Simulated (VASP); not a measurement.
Here is a VASP 6.6.1 calculation.

The input INCAR:

```
SYSTEM = Mg5Te3
  PREC = Accurate
  ENCUT = 520
  EDIFF = 1E-6
  ISMEAR = 0
  SIGMA = 0.1
  LREAL = .False.
  LASPH = .True.
  NELM = 80
  ALGO = Fast
  ISIF = 2
  LWAVE = .False.
  LCHARG = .True.
  GGA = PE
  LELF = .True.
  LVHAR = .True.
  NBANDS = 24
```

Contents of KPOINTS:

```
regular mesh
0
Gamma
  6 6 6
  0 0 0
```

File POSCAR:

```
Mg5Te3
1.0
    4.2673022363      2.4637280949      3.8517449878
   -4.2673022363      2.4637280949      3.8517449878
    0.0000000000     -4.9274561897      3.8517449878
Mg Te
5 3
Direct
    0.7479127249      0.1487967327      0.7479127249
    0.7479127249      0.7479127249      0.1487967327
    0.1487967327      0.7479127249      0.7479127249
    0.6791962744      0.6791962744      0.6791962744
    0.1209290708      0.1209290708      0.1209290708
    0.4454201067      0.9857117089      0.4454201067
    0.4454201067      0.4454201067      0.9857117089
    0.9857117089      0.4454201067      0.4454201067
```

Potentials or basis: VASP PAW PBE potentials, release 64 (Mg, Te).

The run is started by

```console
$ cat potpaw_PBE.64/Mg/POTCAR potpaw_PBE.64/Te/POTCAR > POTCAR
$ mpirun -np 1 vasp_std > vasp.out
```

(1) What does it give for the largest force?

(2) Predict the pressure.

Results:

(1) 0.013 eV/Å.

(2) 0.0 GPa.
